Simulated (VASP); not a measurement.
# TePb: single point with PBE

Crystal: TePb.

```
Pb Te
1.0
     0.00000    3.58469    3.58469
     3.58469    0.00000    3.58469
     3.58469    3.58469    0.00000
Pb Te
1 1
Direct
  0.00000 0.00000 0.00000
  0.25000 0.25000 0.25000
```

This cell differs from its parent crystal: strain -1.6%.

- Program: VASP 6.6.1
- Task: single point
- Functional: PBE
- Potentials or basis: VASP PAW PBE potentials, release 64 (Pb_d, Te)
- Cutoff: 500 eV
- k mesh: 6 × 6 × 6
- Occupations: fermi-dirac, width 0.02 eV
- Spin: no spin polarisation

The pressure is 1.9 GPa. The band gap on the k mesh is 0.65 eV, indirect (least direct gap 1.15 eV).

Levels at points of the mesh, in eV from the valence-band top:
| k point | band 6 | band 7 | band 8 | band 9 | band 10 | band 11 | band 12 | band 13 | band 14 | band 15 |
| --- | --- | --- | --- | --- | --- | --- | --- | --- | --- | --- |
| (0.00, 0.00, 0.00) | -11.51 | -5.96 | -1.42 | -1.42 | -1.42 | 1.63 | 1.63 | 1.63 | 4.22 | 7.21 |
| (0.50, 0.00, 0.00) | -10.73 | -7.80 | -2.01 | -2.01 | -1.89 | 2.47 | 2.47 | 4.04 | 5.91 | 7.08 |
| (0.50, 0.50, 0.00) | -10.33 | -8.35 | -2.73 | -2.73 | -0.50 | 0.65 | 4.71 | 4.71 | 5.84 | 7.31 |

Wall time 18 s on 1 thread of Intel(R) Xeon(R) Platinum 8488C (Sapphire Rapids), with other jobs on the host, peak memory 0.24 GiB.

Caveat: the cell differs from its parent crystal (strain -1.6%); spin-orbit coupling is left out, which moves the levels of the heavy elements. A k mesh can miss the band edges.
